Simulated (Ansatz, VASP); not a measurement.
## MgS in VASP and in Ansatz

```
Mg S
1.0
     0.00000    2.59500    2.59500
     2.59500    0.00000    2.59500
     2.59500    2.59500    0.00000
Mg S
1 1
Direct
  0.00000 0.00000 0.00000
  0.50000 0.50000 0.50000
```

Alike in both runs: task single point; functional LDA; k mesh 6 × 6 × 6; occupations gaussian, width 0.1 eV; no spin polarisation.

|  | VASP | Ansatz |
| --- | --- | --- |
| version | VASP 6.6.1 | Ansatz 0.2.0 |
| potentials or method | VASP PAW LDA potentials, release 64 (Mg, S), cutoff 600 eV | scalar-relativistic, plane waves, PAW |
| valence electrons in the cell | 8 | 16 |

```tsv
	VASP	Ansatz	Ansatz less VASP
gap on the k mesh at the Fermi level (eV)	2.57	2.57	+0.003
least direct gap on the mesh (eV)	3.55	3.54	-0.011
pressure (GPa)	-3.3	-2.7	+0.57
```

Ansatz warns that its potentials were made for another functional, while VASP's fit it. LDA's correlation is that of Perdew and Zunger in VASP and of Perdew and Wang (1992) in Ansatz. VASP's potentials hold 8 valence electrons a cell and Ansatz's 16, so a difference there can come from the potentials and not from the codes.
